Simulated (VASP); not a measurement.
Set up this calculation in VASP 6.6.1, as the native input.

| Property | Result |
| --- | --- |
| Task | relaxation of cell and atoms |
| Functional | PBE |
| Potentials or basis | VASP PAW PBE potentials, release 64 (Na_pv) |
| Cutoff | 600 eV |
| k mesh | 12 × 12 × 12 |
| Occupations | gaussian, width 0.1 eV |
| Spin | no spin polarisation |
| Dipole correction | no |
| Further INCAR settings | ALGO = Fast; EDIFF = 1e-06; IBRION = 2; EDIFFG = -0.01; NSW = 80; ISIF = 3 |

The structure of Na lies in POSCAR:

```
Na
1.0
    2.2988121549     -3.3570391985     -0.1100352332
    2.2988121549      3.3570391985     -0.1100352332
   -2.1215481693      0.0000000000      3.4601408096
Na
1
Direct
    0.0000000000      0.0000000000      0.5000000000
```

These files were run (other wordings do the same):

INCAR

```
SYSTEM = Na
  PREC = Accurate
  ENCUT = 600
  EDIFF = 1E-6
  ISMEAR = 0
  SIGMA = 0.1
  LREAL = .False.
  LASPH = .True.
  NELM = 80
  ALGO = Fast
  ISIF = 3
  LWAVE = .False.
  LCHARG = .False.
  GGA = PE
  IBRION = 2
  NSW = 80
  EDIFFG = -0.01
```

KPOINTS

```
regular mesh
0
Gamma
  12 12 12
  0 0 0
```

Potentials or basis: VASP PAW PBE potentials, release 64 (Na_pv).

Launch:

```sh
$ cat potpaw_PBE.64/Na_pv/POTCAR > POTCAR
$ mpirun -np 1 vasp_std > vasp.out
```

It gave:

```
Relaxed volume                        : 37.15 Å³/atom
Relaxed cell                          : a = 3.644 Å, b = 3.644 Å, c = 3.658 Å, α = 107.52°, β = 107.52°, γ = 113.68°
Space group after relaxing (to 0.1 Å) : I4/mmm (No. 139)
Energy gained by relaxing             : 86.0 meV/atom
Ionic steps                           : 11
Pressure after relaxing               : 0.0 GPa
Band gap on the k mesh                : zero (an odd number of electrons rules out a gap without spin polarisation)
```

Caveat: the volume moved by over 15 % at a fixed basis, so the end points are rough.

Wall time 33 min on 1 thread of Oxide Virtual Turin-like Processor, with other jobs on the host, peak memory 0.33 GiB.
